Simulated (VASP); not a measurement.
A run of VASP 6.6.1:

Contents of INCAR:

```
  PREC = Accurate
  ENCUT = 400
  EDIFF = 1E-6
  ISMEAR = 0
  SIGMA = 0.1
  LREAL = False
  LASPH = True
  NELM = 120
  ALGO = Normal
  ISIF = 2
  LWAVE = False
  LCHARG = False
  GGA = PE
  NBANDS = 16
  GGA_COMPAT = False
```

File KPOINTS:

```
Automatic mesh
0
Gamma
  6 6 6
```

The input POSCAR:

```
K
1.0
    0.0000000000      4.7308650000      4.7308650000
    4.7308650000      0.0000000000      4.7308650000
    4.7308650000      4.7308650000      0.0000000000
K
2
Direct
    0.7500000000      0.7500000000      0.7500000000
    0.2500000000      0.2500000000      0.2500000000
```

Potentials or basis: VASP PAW PBE potentials, release 64 (K_sv).

Run with:

```console
$ cat potpaw_PBE.64/K_sv/POTCAR > POTCAR
$ mpirun -np 1 vasp_std > vasp.out
```

Hardware: 1 thread of Intel(R) Xeon(R) Platinum 8259CL CPU @ 2.50GHz (Skylake/Cascade Lake), with other jobs on the host.

**Question.** How long does it take, and how much memory?

**Answer.** Run time: 34 s on 1 thread of Intel(R) Xeon(R) Platinum 8259CL CPU @ 2.50GHz (Skylake/Cascade Lake) (shared host), peak memory 0.3 GiB. Counts: scf iterations 10, k points 16.
